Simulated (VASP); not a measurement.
Set up this calculation in VASP 6.6.1, as the native input.

* Task: single point
* Functional: PBEsol
* Potentials or basis: VASP PAW PBE potentials, release 64 (Ta_pv, N)
* Cutoff: 520 eV
* k mesh: 10 × 10 × 6
* Occupations: fermi-dirac, width 0.05 eV
* Spin: non-collinear spin, zero start, spin-orbit coupling
* Starting moments: [[0.0, 0.0, 0.0], [0.0, 0.0, 0.0], [0.0, 0.0, 0.0]] μB
* Dipole correction: no
* Further INCAR settings: ALGO = Fast; EDIFF = 1e-06; NBANDS = 40

The structure of Ta2N lies in POSCAR:

```
Ta2N
1.0
    3.1128615060      0.0000000000      0.0000000000
   -1.5564307530      2.6958171426      0.0000000000
    0.0000000000      0.0000000000      4.8698410000
Ta N
2 1
Direct
    0.3333333333      0.6666666667      0.2547110000
    0.6666666667      0.3333333333      0.7452890000
    0.0000000000      0.0000000000      0.0000000000
```

One way to write it, as run:

INCAR

```
SYSTEM = Ta2N
  ALGO = Fast
  EDIFF = 1E-6
  ENCUT = 520
  GGA = PS
  GGA_COMPAT = .FALSE.
  ISIF = 2
  ISMEAR = -1
  LASPH = .TRUE.
  LCHARG = .FALSE.
  LMAXMIX = 4
  LORBIT = 11
  LORBMOM = .TRUE.
  LREAL = .FALSE.
  LSORBIT = .TRUE.
  LWAVE = .FALSE.
  MAGMOM = 0 0 0 0 0 0 0 0 0
  NBANDS = 40
  NELM = 150
  PREC = Accurate
  SIGMA = 0.05
```

KPOINTS

```
k-points
0
G
  10 10 6
  0 0 0
```

Potentials or basis: VASP PAW PBE potentials, release 64 (Ta_pv, N).

Launch:

```sh
$ cat potpaw_PBE.64/Ta_pv/POTCAR potpaw_PBE.64/N/POTCAR > POTCAR
$ mpirun -np 1 vasp_ncl > vasp.out
```

Results of the run:

| Quantity | Value |
| --- | --- |
| Pressure | -8.3 GPa |
| Largest force | 0.255 eV/Å |
| Net moment | 0.00 μB per cell |
| Valence electrons inside the program's atomic spheres | Ta 8.89; N 3.72 |

Caveat: the cell stands under tension; the PAW data sets were made with another functional, which shifts forces and pressure a little.

It took 8.7 min on 1 thread of Oxide Virtual Turin-like Processor (shared host), peak memory 0.3 GiB.
